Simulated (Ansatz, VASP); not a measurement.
**TiAl: VASP beside Ansatz**

INCAR

```
SYSTEM = TiAl
PREC = Accurate
ENCUT = 500
EDIFF = 1E-6
ISMEAR = 0
SIGMA = 0.1
LREAL = .FALSE.
LASPH = .TRUE.
NELM = 120
ALGO = Normal
ISIF = 2
LWAVE = .FALSE.
LCHARG = .FALSE.
GGA = PS
NBANDS = 14
GGA_COMPAT = .FALSE.
```

KPOINTS

```
regular mesh
0
G
  9 9 4
  0 0 0
```

The input POSCAR:

```
TiAl
1.0
    2.8672622300      0.0000000000      0.0000000000
   -1.4336311200      2.4831219300      0.0000000000
    0.0000000000      0.0000000000      4.6780830000
Ti Al
1 1
Direct
    0.0000000000      0.0000000000      0.0000000000
    0.3333333300      0.6666666700      0.5000000000
```

Input for Ansatz:

```yaml
crystal:
  lattice:
    - [2.86726223, 0.0, 0.0]
    - [-1.43363112, 2.48312193, 0.0]
    - [0.0, 0.0, 4.678083]
  atoms:
    - { symbol: Ti, position: [0.0, 0.0, 0.0] }
    - { symbol: Al, position: [0.33333333, 0.66666667, 0.5] }
basis:
  ecutwfc: 420
kpoints:
  mp_grid: { grid: [9, 9, 4] }
hamiltonian:
  xc: pbesol
scf:
  occupations: { method: gaussian, width: 0.1 }
output:
  forces: true
  stress: true
  eigenvalues: true
```

Alike in both runs: task single point; functional PBEsol; k mesh 9 × 9 × 4; occupations gaussian, width 0.1 eV; no spin polarisation.

|  | VASP | Ansatz |
| --- | --- | --- |
| version | VASP 6.6.1 | Ansatz 0.2.0 |
| potentials or method | VASP PAW PBE potentials, release 64 (Ti_sv, Al), cutoff 500 eV | scalar-relativistic, plane waves, PAW |
| valence electrons in the cell | 15 | 15 |

```csv
,VASP,Ansatz,Ansatz less VASP
gap on the k mesh at the Fermi level (eV),none,none,-
pressure (GPa),-2.8,-2.8,0.00
"traceless stress, the component that is largest in VASP (GPa)",-0.48,-0.54,-0.068
```

VASP's potentials were made for PBE, not for PBEsol. A gap of «none» marks a metal or a gap that the smearing closes. The functional is the same, so the differences come from potentials, cutoffs and numerics.
